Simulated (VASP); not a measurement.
# Hf (Fm-3m) in VASP: further runs

The runs below take Hf through single point, relaxation of cell and atoms, with PBE.

All numbers are computed with VASP 6.6.1; they aren't measurements. Logs are shortened: lines on timing, memory, paths and dates and some standing lists are left out, and cuts for length are marked.

## 1. The cell of the first run

Symmetry: Fm-3m, No. 225, cubic system. Conventional cell: a = 3.743 Å, b = 3.743 Å, c = 3.743 Å, α = 90.00°, β = 90.00°, γ = 90.00°. Hf (site symmetry m-3m) has 12 Hf at 2.65 Å within 3.5 Å.

## 2. Single point, PBE

The input, INCAR:

```
ALGO = Normal ; EDIFF = 1E-6
ENCUT = 520 ; GGA = PE
ISIF = 2 ; ISMEAR = -1
LASPH = True ; LCHARG = True
LELF = True ; LREAL = False
LVHAR = True ; LWAVE = False
NBANDS = 11 ; NELM = 100
PREC = Accurate ; SIGMA = 0.08
```

The input, KPOINTS:

```
k-points
0
Gamma
  18 18 18
```

The input, POSCAR:

```
Hf
1.0
    0.0000000000      1.8713766789      1.8713766789
    1.8713766789      0.0000000000      1.8713766789
    1.8713766789      1.8713766789      0.0000000000
Hf
1
Direct
    0.0000000000      0.0000000000      0.0000000000
```

Potentials or basis: VASP PAW PBE potentials, release 64 (Hf_pv).

Command:

```bash
> cat potpaw_PBE.64/Hf_pv/POTCAR > POTCAR
> mpirun -np 1 vasp_std > vasp.out
```

OUTCAR:

```text
EDIFF = 1E-6
   ENCUT = 520
   GGA = PE
   ISIF = 2
   ISMEAR = -1
   LASPH = True
   LREAL = False
   NELM = 100
   PREC = Accurate

 ion  position               nearest neighbor table
   1  0.000  0.000  0.000-

  LATTYP: Found a face centered cubic cell.
 ALAT       =     3.7427533578

  Lattice vectors:

 A1 = (   0.0000000000,   1.8713766789,   1.8713766789)
 A2 = (   1.8713766789,   0.0000000000,   1.8713766789)
 A3 = (   1.8713766789,   1.8713766789,   0.0000000000)

Analysis of symmetry for initial positions (statically):
=====================================================================
 Subroutine PRICEL returns:
 Original cell was already a primitive cell.

 Routine SETGRP: Setting up the symmetry group for a
 face centered cubic supercell.

 Subroutine GETGRP returns: Found 48 space group operations
 (whereof 48 operations were pure point group operations)
 out of a pool of 48 trial point group operations.

The static configuration has the point symmetry O_h .

Analysis of symmetry for dynamics (positions and initial velocities):
=====================================================================
 Subroutine PRICEL returns:
 Original cell was already a primitive cell.

 Routine SETGRP: Setting up the symmetry group for a
 face centered cubic supercell.

 Subroutine GETGRP returns: Found 48 space group operations
 (whereof 48 operations were pure point group operations)
 out of a pool of 48 trial point group operations.

The dynamic configuration has the point symmetry O_h .

 Subroutine INISYM returns: Found 48 space group operations
 (whereof 48 operations are pure point group operations),
 and found     1 'primitive' translations

----------------------------------------------------------------------------------------

                                     Primitive cell

  volume of cell :      13.1073

  direct lattice vectors                    reciprocal lattice vectors
     0.000000000  1.871376679  1.871376679    -0.267182981  0.267182981  0.267182981
     1.871376679  0.000000000  1.871376679     0.267182981 -0.267182981  0.267182981
     1.871376679  1.871376679  0.000000000     0.267182981  0.267182981 -0.267182981

  length of vectors
     2.646526280  2.646526280  2.646526280     0.462774498  0.462774498  0.462774498

  position of ions in fractional coordinates (direct lattice)
     0.000000000  0.000000000  0.000000000

  ion indices of the primitive-cell ions
   primitive index   ion index
                 1           1

----------------------------------------------------------------------------------------

 KPOINTS: k-points

Automatic generation of k-mesh.
 Grid dimensions read from file:
 generate k-points for:   18   18   18

 Generating k-lattice:

  Cartesian coordinates                     Fractional coordinates (reciprocal lattice)
    -0.014843499  0.014843499  0.014843499     0.055555556  0.000000000  0.000000000
     0.014843499 -0.014843499  0.014843499     0.000000000  0.055555556  0.000000000
     0.014843499  0.014843499 -0.014843499     0.000000000  0.000000000  0.055555556

  Length of vectors
     0.025709694  0.025709694  0.025709694

  Shift w.r.t. Gamma in fractional coordinates (k-lattice)
     0.000000000  0.000000000  0.000000000

 Subroutine IBZKPT returns following result:
 ===========================================

 Found    195 irreducible k-points:

 Following reciprocal coordinates:
            Coordinates               Weight
  0.000000  0.000000  0.000000      1.000000
  0.055556  0.000000  0.000000      8.000000
  0.111111  0.000000  0.000000      8.000000
  0.166667  0.000000  0.000000      8.000000
  0.222222  0.000000  0.000000      8.000000
  0.277778  0.000000  0.000000      8.000000
[... 16 lines left out ...]
 -0.277778  0.055556  0.000000     24.000000
 -0.222222  0.055556  0.000000     24.000000
 [... further k-points ...]
   k-points           NKPTS =    195   k-points in BZ     NKDIM =    195   number of bands    NBANDS=     11
   number of dos      NEDOS =    301   number of ions     NIONS =      1
   total plane-waves  NPLWV =   8000
   dimension x,y,z NGX =    20 NGY =   20 NGZ =   20
   dimension x,y,z NGXF=    40 NGYF=   40 NGZF=   40
   ions per type =               1
   NGX,Y,Z   is equivalent  to a cutoff of  12.56, 12.56, 12.56 a.u.
   NGXF,Y,Z  is equivalent  to a cutoff of  25.13, 25.13, 25.13 a.u.
 SYSTEM =  unknown system
   PREC   = accura    normal or accurate (medium, high low for compatibility)
   ISTART =      0    job   : 0-new  1-cont  2-samecut
   ICHARG =      2    charge: 1-file 2-atom 10-const
   ISPIN  =      1    spin polarized calculation?
   LNONCOLLINEAR =      F non collinear calculations
   LSORBIT =      F    spin-orbit coupling
   LASPH  =      T    aspherical Exc in radial PAW
   ENCUT  =  520.0 eV  38.22 Ry    6.18 a.u.   4.92  4.92  4.92*2*pi/ulx,y,z
   NELM   =    100;   NELMIN=  2; NELMDL= -5     # of ELM steps
   EDIFF  = 0.1E-05   stopping-criterion for ELM
   LREAL  =      F    real-space projection
   EDIFFG = 0.1E-04   stopping-criterion for IOM
   NSW    =      0    number of steps for IOM
   IBRION =     -1    ionic relax: 0-MD 1-quasi-New 2-CG
   NFREE  =      0    steps in history (QN), initial steepest desc. (CG)
   ISIF   =      2    stress and relaxation
   ISYM   =      2    0-nonsym 1-usesym 2-fastsym
   POTIM  = 0.5000    time-step for ionic-motion
   TEBEG  =    0.0;   TEEND  =   0.0 temperature during run
   PSTRESS=    0.0 pullay stress
   NELECT =      10.0000    total number of electrons
   NUPDOWN=      -1.0000    fix difference up-down
   EMIN   =  10.00;   EMAX   =-10.00  energy-range for DOS
   EFERMI =   0.00;   METHOD = LEGACY
   ISMEAR =    -1;   SIGMA  =   0.08  broadening in eV -4-tet -1-fermi 0-gaus
   EFERMI_NEDOS =   21; number of points for ismear=-14 and -15
   IALGO  =     38    algorithm
   IMIX   =      4    mixing-type and parameters
     AMIX     =   0.40;   BMIX     =  1.00
     AMIX_MAG =   1.60;   BMIX_MAG =  1.00
  volume/ion in A,a.u.               =      13.11        88.45
  Fermi-wavevector in a.u.,A,eV,Ry     =   1.495904  2.826848 30.446134  2.237728
  Thomas-Fermi vector in A             =   2.607989
   LORBIT       =      0    0 simple, 1 ext, 2 COOP (PROOUT), +10 PAW based schemes
   GGA     = PE    functional components
   LHFCALC =     F    Hartree Fock is set to
   AEXX    =    0.0000 exact exchange contribution
   IVDW    =     0    specifies the selected vdW correction
   LEPSILON=     F    determine dielectric tensor
   LRPA    =     F    only Hartree local field effects (RPA)
 non-spin polarized calculation
  energy-cutoff  :      520.00
  volume of cell :       13.11
 maximum number of plane-waves:       366
   NGX =  9   NGY =  9   NGZ =  9

 number of electron      10.0000000 magnetization

 number of electron       9.9999999 magnetization

 Free energy of the ion-electron system (eV)
  ---------------------------------------------------
  ext. energy  EPLUGINS =         0.00000000
  ---------------------------------------------------
  free energy    TOTEN  =        -7.19119411 eV

  energy without entropy =       -7.17803411  energy(sigma->0) =       -7.18461411

 E-fermi :   9.2635     XC(G=0): -13.9891

 val. band max:        9.2593278013   @ k =   0.3889   0.1111   0.0000
 cond. band min:       9.3065750905   @ k =   0.5000   0.2778   0.1111
 fundamental gap:      0.0472472892
 Fermi energy:         9.2634859155

 k-point     1 :       0.0000    0.0000    0.0000
  band No.  band energies     occupation
      1     -18.8702      2.00000
      2     -18.8702      2.00000
      3     -18.8702      2.00000
      4       0.8436      2.00000
      5      10.4410      0.00000
      6      10.4410      0.00000
      7      10.4410      0.00000
      8      15.7526      0.00000
      9      15.7526      0.00000
     10      22.4295      0.00000
     11      23.6639      0.00000

 k-point     2 :       0.0556    0.0000    0.0000
  band No.  band energies     occupation
      1     -19.0210      2.00000
      2     -18.8859      2.00000
      3     -18.8859      2.00000
      4       1.0708      2.00000
      5      10.2441      0.00001
      6      10.5415      0.00000
      7      10.5415      0.00000
      8      15.6029      0.00000
      9      15.6029      0.00000
     10      22.8806      0.00000
     11      23.6635      0.00000

 k-point     3 :       0.1111    0.0000    0.0000
  band No.  band energies     occupation
      1     -19.4399      2.00000
      2     -18.9307      2.00000
      3     -18.9307      2.00000
      4       1.6970      2.00000
      5       9.7799      0.00314
      6      10.8021      0.00000
      7      10.8021      0.00000
      8      15.2635      0.00000
      9      15.2635      0.00000
     10      23.6618      0.00000
     11      24.0157      0.00000

 k-point     4 :       0.1667    0.0000    0.0000
  band No.  band energies     occupation
      1     -20.0435      2.00000
      2     -18.9984      2.00000
      3     -18.9984      2.00000
      4       2.5571      2.00000
      5       9.3298      0.60786
      6      11.0786      0.00000
      7      11.0786      0.00000
      8      15.0199      0.00000
      9      15.0199      0.00000
     10      23.6572      0.00000
     11      24.5356      0.00000
[... 239 lines left out ...]
 k-point    22 :      -0.3333    0.0556    0.0000
  band No.  band energies     occupation
      1     -22.1660      2.00000
      2     -19.4150      2.00000
      3     -19.2342      2.00000
      4       4.1126      2.00000
      5      10.2163      0.00001
      6      10.5175      0.00000
      7      10.9871      0.00000
      8      16.7783      0.00000
      9      18.6955      0.00000
     10      22.5074      0.00000
     11      23.6688      0.00000

 k-point    23 :      -0.2778    0.0556    0.0000
  band No.  band energies     occupation
      1     -21.6183      2.00000
      2     -19.3461      2.00000
      3     -19.1482      2.00000
      4       4.1156      2.00000
      5       9.8026      0.00236
      6      10.6406      0.00000
      7      10.8897      0.00000
      8      15.4787      0.00000
      9      17.4607      0.00000
     10      22.9764      0.00000
     11      23.6780      0.00000

 k-point    24 :      -0.2222    0.0556    0.0000
  band No.  band energies     occupation
      1     -20.9747      2.00000
      2     -19.2579      2.00000
      3     -19.0602      2.00000
      4       3.7750      2.00000
      5       9.0991      1.77294
      6      11.0159      0.00000
      7      11.2159      0.00000
      8      14.5312      0.00000
      9      16.4085      0.00000
     10      23.6105      0.00000
     11      23.8506      0.00000

 [... further k-points ...]

------------------------ aborting loop because EDIFF is reached ----------------------------------------

  FORCE on cell =-STRESS in cart. coord.  units (eV):
  Direction    XX          YY          ZZ          XY          YZ          ZX
  --------------------------------------------------------------------------------------
  -------------------------------------------------------------------------------------
  Total       11.2629641     11.2629641     11.2629641      0.0000000      0.0000000      0.0000000
  in kB     1376.7327639   1376.7327639   1376.7327639      0.0000000      0.0000000      0.0000000
  external PRESSURE =    1376.7327639 kB  Pullay stress =       0.0000000 kB

 VOLUME and BASIS-vectors are now :
 -----------------------------------------------------------------------------
  energy-cutoff  :      520.00
  volume of cell :       13.11
      direct lattice vectors                 reciprocal lattice vectors
     0.000000000  1.871376679  1.871376679    -0.267182981  0.267182981  0.267182981
     1.871376679  0.000000000  1.871376679     0.267182981 -0.267182981  0.267182981
     1.871376679  1.871376679  0.000000000     0.267182981  0.267182981 -0.267182981

 POSITION                                       TOTAL-FORCE (eV/Angst)
 -----------------------------------------------------------------------------------
      0.00000      0.00000      0.00000         0.000000      0.000000      0.000000
 -----------------------------------------------------------------------------------
    total drift:                                0.000000      0.000000      0.000000

  FREE ENERGIE OF THE ION-ELECTRON SYSTEM (eV)
  ---------------------------------------------------
  free  energy   TOTEN  =        -7.1911941124 eV

  energy  without entropy=       -7.1780341123  energy(sigma->0) =       -7.18461411
```

It took 13 s on 1 thread of Intel Xeon Platinum 8488C (Sapphire Rapids), shared host; peak memory 0.14 GiB.

Results:

* Free energy: -7.1912 eV
* Pressure: 137.7 GPa
* Band gap on the k mesh: zero (band 5 reaches 10.55 eV, above the bottom of band 6 at 8.33 eV)

Levels at points of the mesh, in eV from the Fermi level:
```tsv
k point	band 3	band 4	band 5	band 6	band 7	band 8
(0.00, 0.00, 0.00)	-28.13	-8.42	1.18	1.18	1.18	6.49
(0.50, 0.00, 0.00)	-28.62	-5.60	0.65	0.65	4.11	10.73
(0.50, 0.50, 0.00)	-29.54	-6.44	-5.05	7.75	10.83	12.10
```

Caveat: spin-orbit coupling is left out, which moves the levels of the heavy elements.

[end of part 1 of 2]
